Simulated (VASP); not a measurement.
A run of VASP 6.6.1:

The input INCAR:

```
  PREC = Accurate
  ENCUT = 520
  EDIFF = 1E-6
  ISMEAR = -1
  SIGMA = 0.15
  LREAL = F
  LASPH = T
  NELM = 80
  ALGO = Normal
  ISIF = 2
  LWAVE = F
  LCHARG = T
  GGA = CA
  LELF = T
  LVHAR = T
  NBANDS = 33
```

KPOINTS

```
Automatic mesh
0
Gamma
  4 4 4
```

Contents of POSCAR:

```
Sr3BiP
1.0
    5.7767500000      0.0000000000      0.0000000000
    0.0000000000      5.7767500000      0.0000000000
    0.0000000000      0.0000000000      5.7767500000
Sr Bi P
3 1 1
Direct
    0.0000000000      0.5000000000      0.5000000000
    0.5000000000      0.0000000000      0.5000000000
    0.5000000000      0.5000000000      0.0000000000
    0.0000000000      0.0000000000      0.0000000000
    0.5000000000      0.5000000000      0.5000000000
```

Potentials or basis: VASP PAW LDA potentials, release 64 (Sr_sv, Bi_d, P).

Launch:

```bash
$ cat potpaw_LDA.64/Sr_sv/POTCAR potpaw_LDA.64/Bi_d/POTCAR potpaw_LDA.64/P/POTCAR > POTCAR
$ mpirun -np 1 vasp_std > vasp.out
```

Hardware: 1 thread of AMD EPYC 7R43 64-Core Processor (Zen 3), on a shared host.

Problem. Estimate the wall time of this run.

Solution. Wall time 72 s on 1 thread of AMD EPYC 7R43 64-Core Processor (Zen 3), with other jobs on the host, peak memory 0.25 GiB. Counts: scf iterations 14, k points 10.
